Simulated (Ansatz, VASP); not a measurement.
**One calculation of Re, two programs**

Contents of INCAR:

```
SYSTEM = Re
PREC     = Accurate       ! precision mode
ENCUT    = 600            ! plane-wave cutoff, eV
EDIFF    = 1E-6           ! SCF threshold, eV
ISMEAR   = -1             ! smearing method
SIGMA    = 0.1            ! smearing width, eV
LREAL    = .False.        ! projectors in reciprocal space
LASPH    = .True.         ! aspherical terms in the spheres
NELM     = 120            ! most SCF steps
ALGO     = Normal         ! electronic algorithm
ISIF     = 2              ! what is computed and relaxed
LWAVE    = .False.        ! write WAVECAR
LCHARG   = .True.         ! write CHGCAR
GGA      = RP             ! functional
LELF     = .True.         ! ELF
LVHAR    = .True.       
NBANDS   = 10             ! bands
GGA_COMPAT= .False.
```

Contents of KPOINTS:

```
Automatic mesh
0
Gamma
  16 16 16
  0 0 0
```

Contents of POSCAR:

```
Re
1.0
   -1.5623284105      1.5623284105      1.5623284105
    1.5623284105     -1.5623284105      1.5623284105
    1.5623284105      1.5623284105     -1.5623284105
Re
1
Direct
    0.0000000000      0.0000000000      0.0000000000
```

Input for Ansatz:

```yaml
crystal:
  lattice:
    - [-1.5623284105, 1.5623284105, 1.5623284105]
    - [1.5623284105, -1.5623284105, 1.5623284105]
    - [1.5623284105, 1.5623284105, -1.5623284105]
  atoms:
    - { symbol: Re, position: [0.0, 0.0, 0.0] }
hamiltonian:
  xc: rpbe
  pseudopotentials:
    kind: paw
    azcp:
      Re: "pseudopotentials/Re.paw.azcp"
basis:
  ecutwfc: 420
  fft_grid_basis: typed
kpoints:
  mp_grid: { grid: [16, 16, 16], shift: [0, 0, 0] }
magnetization:
  spin_polarized: false
scf:
  occupations: { method: fermi_dirac, width: 0.1 }
  lower_state_search: "off"
output:
  stress: true
```

Alike in both runs: task single point; functional RPBE; k mesh 16 × 16 × 16; occupations fermi-dirac, width 0.1 eV; no spin polarisation.

|  | VASP | Ansatz |
| --- | --- | --- |
| version | VASP 6.6.1 | Ansatz 0.2.0 |
| potentials or method | VASP PAW PBE potentials, release 64 (Re), cutoff 600 eV | plane waves (420 eV) with PAW, scalar-relativistic |
| valence electrons in the cell | 7 | 15 |

|  | VASP | Ansatz | Ansatz less VASP |
| --- | --- | --- | --- |
| pressure (GPa) | -0.3 | 0.2 | +0.56 |

VASP's potentials were made for PBE, not for RPBE. With one functional, cell and mesh, what is left measures potentials, basis and numerics. VASP's potentials hold 7 valence electrons a cell and Ansatz's 15, so a difference there can come from the potentials and not from the codes.

Spin-orbit coupling is off throughout.
